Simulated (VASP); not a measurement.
Here is a VASP 6.6.1 calculation.

The input INCAR:

```
ALGO = Normal
EDIFF = 1E-6
ENCUT = 410
GGA = PS
GGA_COMPAT = F
ISIF = 2
ISMEAR = -1
ISPIN = 2
ISYM = 0
LASPH = T
LCHARG = T
LELF = T
LORBIT = 11
LREAL = Auto
LVHAR = T
LWAVE = F
MAGMOM = 0 0 0 0 0 0 0 0 0 0 0 0 0 0 0.2 0 0 0 0 0 0 0 0 0 0.2 0 0 0 0 0 0 0 0 0 0 0 0 0 0 0 0 0.2 0 0 0 0 0 0 0 0 0 0 0 0 0 0 0 0 0 0.2 0 0 0 0.2
NBANDS = 175
NCORE = 4
NELECT = 265.0
NELM = 200
PREC = Accurate
SIGMA = 0.05
```

KPOINTS

```
Automatic mesh
0
Gamma
  1 1 1
  0.25 0.25 0.25
```

The input POSCAR:

```
Si63Ge
1.0
   10.8655790000      0.0000000000      0.0000000000
    0.0000000000     10.8655790000      0.0000000000
    0.0000000000      0.0000000000     10.8655790000
Si Ge
63 1
Direct
    0.0003410000      0.0001520000      0.0002090000
    0.0003250000      0.0000650000      0.5000980000
    0.0004250000      0.5002300000      0.0003170000
    0.0002630000      0.5001050000      0.4999630000
    0.5006370000      0.0000970000      0.0004120000
    0.5003470000      0.0001820000      0.4999440000
    0.5003200000      0.5001740000      0.0002290000
    0.1247260000      0.1248000000      0.1258530000
    0.1246980000      0.1245420000      0.6255460000
    0.1247180000      0.6249670000      0.1254230000
    0.1246000000      0.6247830000      0.6255760000
    0.6249450000      0.1247190000      0.1254300000
    0.6245950000      0.1247750000      0.6256120000
    0.6245720000      0.6247630000      0.1257990000
    0.6270010000      0.6270100000      0.6276120000
    0.2502630000      0.2500000000      0.0003250000
    0.2500490000      0.2494950000      0.4999980000
    0.2505030000      0.7500070000      0.0001050000
    0.2498080000      0.7506540000      0.5002700000
    0.7503270000      0.2500810000      0.0000690000
    0.7507700000      0.2495580000      0.5003220000
    0.7501090000      0.7498860000      0.0003780000
    0.7510370000      0.7506420000      0.5001940000
    0.3749180000      0.3750480000      0.1254530000
    0.3728970000      0.3730680000      0.6271950000
    0.3747490000      0.8751310000      0.1253350000
    0.3750870000      0.8750400000      0.6254030000
    0.8749200000      0.3748580000      0.1253630000
    0.8747380000      0.3751460000      0.6255930000
    0.8745790000      0.8748990000      0.1255190000
    0.8750000000      0.8754010000      0.6256960000
    0.2503560000      0.0000390000      0.2502450000
    0.2504580000      0.0001570000      0.7502150000
    0.2500080000      0.5001590000      0.2497250000
    0.2499240000      0.5002250000      0.7507600000
    0.7501750000      0.0001000000      0.2502340000
    0.7500400000      0.0001120000      0.7502470000
    0.7506240000      0.5001950000      0.2497480000
    0.7508750000      0.5003760000      0.7509140000
    0.3750160000      0.1248100000      0.3754450000
    0.3749830000      0.1245470000      0.8760340000
    0.3730610000      0.6265850000      0.3738910000
    0.3751560000      0.6248930000      0.8755600000
    0.8751270000      0.1245920000      0.3756440000
    0.8748450000      0.1248370000      0.8755140000
    0.8748770000      0.6249480000      0.3754950000
    0.8752290000      0.6250840000      0.8760670000
    0.0002160000      0.2502800000      0.2501680000
    0.0002990000      0.2501690000      0.7499330000
    0.0002800000      0.7502380000      0.2500050000
    0.0002770000      0.7503910000      0.7501200000
    0.5002680000      0.2498170000      0.2495830000
    0.5003110000      0.2498140000      0.7506600000
    0.5003180000      0.7507920000      0.2497080000
    0.5004180000      0.7507740000      0.7505760000
    0.1249470000      0.3748630000      0.3756430000
    0.1245510000      0.3746790000      0.8758920000
    0.1245850000      0.8749730000      0.3756110000
    0.1250400000      0.8747720000      0.8757130000
    0.6264910000      0.3728590000      0.3738240000
    0.6248620000      0.3750070000      0.8757500000
    0.6248730000      0.8747230000      0.3757970000
    0.6248590000      0.8749390000      0.8760390000
    0.5007470000      0.5004080000      0.5002550000
```

Potentials or basis: VASP PAW PBE potentials, release 64 (Si, Ge_d).

The run is started by

```bash
$ cat potpaw_PBE.64/Si/POTCAR potpaw_PBE.64/Ge_d/POTCAR > POTCAR
$ mpirun -np 4 vasp_std > vasp.out
```

Question: Predict the net moment.

Answer: 0.00 μB per cell.

Question: What does it give for the largest force?

Answer: 0.090 eV/Å.

Forces in eV/Å, atoms in the order of the input:
```
Si  -0.048 -0.032  0.035
Si  -0.039 -0.017  0.046
Si  -0.050 -0.040  0.036
Si  -0.044 -0.022  0.052
Si  -0.072 -0.023  0.030
Si  -0.040 -0.025  0.052
Si  -0.042 -0.024  0.033
Si   0.054  0.030 -0.047
Si   0.046  0.026 -0.035
Si   0.050  0.023 -0.041
Si   0.060  0.029 -0.036
Si   0.052  0.028 -0.037
Si   0.053  0.034 -0.041
Si   0.051  0.028 -0.047
Si   0.035  0.004 -0.050
Si  -0.044 -0.025  0.041
Si  -0.066 -0.023  0.040
Si  -0.049 -0.022  0.044
Si  -0.043 -0.039  0.050
Si  -0.039 -0.022  0.044
Si  -0.046 -0.022  0.043
Si  -0.036 -0.016  0.041
Si  -0.043 -0.016  0.039
Si   0.031  0.011 -0.038
Si   0.069  0.041 -0.022
Si   0.052  0.028 -0.045
Si   0.025  0.020 -0.033
Si   0.053  0.033 -0.048
Si   0.047  0.016 -0.047
Si   0.056  0.024 -0.037
Si   0.051  0.016 -0.038
Si  -0.059 -0.019  0.041
Si  -0.043 -0.031  0.044
Si  -0.061 -0.033  0.041
Si  -0.064 -0.032  0.033
Si  -0.033 -0.022  0.052
Si  -0.037 -0.017  0.050
Si  -0.039 -0.036  0.049
Si  -0.039 -0.038  0.043
Si   0.044  0.025 -0.048
Si   0.042  0.031 -0.045
Si   0.058  0.049 -0.040
Si   0.038  0.021 -0.047
Si   0.040  0.028 -0.054
Si   0.049  0.026 -0.052
Si   0.050  0.012 -0.044
Si   0.052  0.027 -0.050
Si  -0.042 -0.031  0.051
Si  -0.051 -0.026  0.050
Si  -0.051 -0.021  0.042
Si  -0.042 -0.033  0.052
Si  -0.055 -0.038  0.032
Si  -0.053 -0.025  0.046
Si  -0.060 -0.039  0.055
Si  -0.059 -0.021  0.044
Si   0.044  0.023 -0.049
Si   0.052  0.032 -0.043
Si   0.046  0.031 -0.050
Si   0.038  0.036 -0.053
Si   0.073  0.043 -0.032
Si   0.043  0.022 -0.054
Si   0.048  0.035 -0.053
Si   0.057  0.033 -0.046
Ge  -0.066 -0.038  0.048
```

Caveat: the cell carries a net charge on a neutralising background, which shifts energy and pressure; the PAW data sets were made with another functional, which shifts forces and pressure a little.
